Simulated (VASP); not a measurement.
Set up this calculation in VASP 6.6.1, as the native input.

```yaml
Task: single point
Functional: PBE
Potentials_or_basis: VASP PAW PBE potentials, release 64 (B, N)
Cutoff: 520 eV
k_mesh: 6 × 6 × 6
Occupations: gaussian, width 0.01 eV
Spin: no spin polarisation
Dipole_correction: no
Further_INCAR_settings: ALGO = Normal; EDIFF = 1e-06; NBANDS = 11
```

The structure of BN lies in POSCAR:

```
BN
1.0
    0.0418970831      1.7925777841      1.7925777841
    1.7925777841      0.0418970831      1.7925777841
    1.7925777841      1.7925777841      0.0418970831
B N
1 1
Direct
    0.0002707312      0.0002707312      0.0002707312
    0.2497292688      0.2497292688      0.2497292688
```

This cell differs from its parent crystal: epitaxial 111 strain -3.0%.

One way to write it, as run:

INCAR

```
SYSTEM = BN
PREC     = Accurate       ! precision mode
ENCUT    = 520            ! plane-wave cutoff, eV
EDIFF    = 1E-6           ! SCF threshold, eV
ISMEAR   = 0              ! smearing method
SIGMA    = 0.01           ! smearing width, eV
LREAL    = .FALSE.        ! projectors in reciprocal space
LASPH    = .TRUE.         ! aspherical terms in the spheres
NELM     = 80             ! most SCF steps
ALGO     = Normal         ! electronic algorithm
ISIF     = 2              ! what is computed and relaxed
LWAVE    = .FALSE.        ! write WAVECAR
LCHARG   = .FALSE.        ! write CHGCAR
GGA      = PE             ! functional
NBANDS   = 11             ! bands
```

KPOINTS

```
Automatic mesh
0
G
  6 6 6
  0 0 0
```

Potentials or basis: VASP PAW PBE potentials, release 64 (B, N).

Run with:

```sh
$ cat potpaw_PBE.64/B/POTCAR potpaw_PBE.64/N/POTCAR > POTCAR
$ mpirun -np 1 vasp_std > vasp.out
```

It gave:

| Quantity | Value |
| --- | --- |
| Pressure | 30.0 GPa |
| Largest force | 0.053 eV/Å |
| Band gap on the k mesh | 4.40 eV, indirect (least direct gap 8.17 eV) |

Caveat: the k points lie up to 0.52 Å⁻¹ apart; the cell differs from its parent crystal (epitaxial 111 strain -3.0%).

It took 4.8 s on 1 thread of Intel(R) Xeon(R) Platinum 8259CL CPU @ 2.50GHz (Skylake/Cascade Lake) (shared host), peak memory 0.12 GiB.
